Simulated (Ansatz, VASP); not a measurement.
**Al3As: VASP beside Ansatz**

```xyz
4
Lattice="2.8220 0.0000 0.0000 0.0000 2.8220 0.0000 0.0000 0.0000 8.9432" Properties=species:S:1:pos:R:3 pbc="T T T"
Al    0.0000    0.0000    7.4047
Al    0.0000    0.0000    1.5385
Al    0.0000    0.0000    4.4716
As    0.0000    0.0000    0.0000
```

Alike in both runs: task single point; functional PBE; k mesh 6 × 6 × 2; occupations gaussian, width 0.1 eV; no spin polarisation.

|  | VASP | Ansatz |
| --- | --- | --- |
| version | VASP 6.6.1 | Ansatz 0.2.0 |
| potentials or method | VASP PAW PBE potentials, release 64 (Al, As), cutoff 520 eV | scalar-relativistic, plane waves, PAW |
| valence electrons in the cell | 14 | 24 |

```csv
,VASP,Ansatz,Ansatz less VASP
gap on the k mesh at the Fermi level (eV),none,none,-
rms of the force components (eV/Å),18.222,18.443,+0.2214
```

Atom by atom the forces differ by 0.221 eV/Å (rms over components). A gap of «none» marks a metal or a gap that the smearing closes. VASP's potentials hold 14 valence electrons a cell and Ansatz's 24, so a difference there can come from the potentials and not from the codes.

The k mesh is coarse, so the values compare programs but aren't converged.
